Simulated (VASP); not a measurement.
Here is a VASP 6.6.1 calculation.

Contents of POSCAR:

```
AlN
1.0
    4.3698012523      0.0000000000      0.0000000000
    0.0000000000      2.1849006262     -2.1849006262
    0.0000000000      6.3425698441      6.3425698441
Al N
6 6
Direct
    0.0000000000      0.0000000000      0.2583442145
    0.5000000000      0.5000000000      0.4305851736
    0.0000000000      0.0000000000      0.6028261327
    0.5000000000      0.5000000000      0.7750670918
    0.0000000000      0.0000000000      0.9473080509
    0.5000000000      0.5000000000      0.0861032555
    0.7500000000      0.0000000000      0.4305851736
    0.2500000000      0.5000000000      0.6028261327
    0.7500000000      0.0000000000      0.7750670918
    0.2500000000      0.5000000000      0.9473080509
    0.7500000000      0.0000000000      0.0861032555
    0.2500000000      0.5000000000      0.2583442145
```

Contents of INCAR.step1:

```
  PREC = Accurate
  ENCUT = 520
  ISMEAR = 0
  SIGMA = 0.05
  LREAL = F
  LASPH = T
  NELM = 80
  NBANDS = 36
  GGA = PE
  ALGO = Normal
  EDIFF = 1E-4
  LWAVE = T
  LCHARG = F
```

The input INCAR.step2:

```
  PREC = Accurate
  ENCUT = 520
  EDIFF = 1E-6
  ISMEAR = 0
  SIGMA = 0.05
  LREAL = F
  LASPH = T
  NELM = 80
  ALGO = Normal
  ISIF = 2
  LWAVE = F
  LCHARG = T
  METAGGA = R2SCAN
  LMIXTAU = T
  LELF = T
  LVHAR = T
  NBANDS = 36
  ISTART = 1
```

Contents of KPOINTS:

```
Automatic mesh
0
Gamma
  5 7 3
```

Potentials or basis: VASP PAW PBE potentials, release 64 (Al, N).

The run is started by

```sh
$ cat potpaw_PBE.64/Al/POTCAR potpaw_PBE.64/N/POTCAR > POTCAR
$ cp INCAR.step1 INCAR
$ mpirun -np 1 vasp_std > vasp.out
$ cp INCAR.step2 INCAR
$ mpirun -np 1 vasp_std > vasp.out
```

Task: What does it give for the largest force?

Result: 5.257 eV/Å.

Task: Estimate the band gap on the k mesh.

Result: 3.78 eV.

Stress tensor (GPa, compression positive):
```
 9.87  0.00  0.00
 0.00 10.44 11.31
 0.00 11.31 10.44
```

Caveat: the cell differs from its parent crystal (the distance across one plane changed); the cell stands under pressure; the PAW data sets were made with another functional, which shifts forces and pressure a little. A k mesh can miss the band edges.
